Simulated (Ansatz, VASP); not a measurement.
## C: VASP beside Ansatz

```
C
1.0
     0.00000    1.78584    1.78584
     1.78584    0.00000    1.78584
     1.78584    1.78584    0.00000
C
2
Direct
  0.00000 0.00000 0.00000
  0.25000 0.25000 0.25000
```

Alike in both runs: functional PBE; k mesh 12 × 12 × 12; occupations gaussian, width 0.02 eV; no spin polarisation.

Ansatz relaxed the structure, and its values are those at the end. VASP's run is a single point on that final structure, the one shown.

|  | VASP | Ansatz |
| --- | --- | --- |
| version | VASP 6.6.1 | Ansatz 0.2.0 |
| potentials or method | VASP PAW PBE potentials, release 64 (C), cutoff 600 eV | scalar-relativistic, plane waves, PAW |
| valence electrons in the cell | 8 | 8 |

Ansatz gave:

```
gap on the k mesh at the Fermi level (eV) : 4.15
least direct gap on the mesh (eV)         : 5.58
pressure (GPa)                            : 0.0
```

Problem. Estimate VASP's values.

Solution. gap on the k mesh at the Fermi level (eV): 4.14; least direct gap on the mesh (eV): 5.58; pressure (GPa): 0.0.
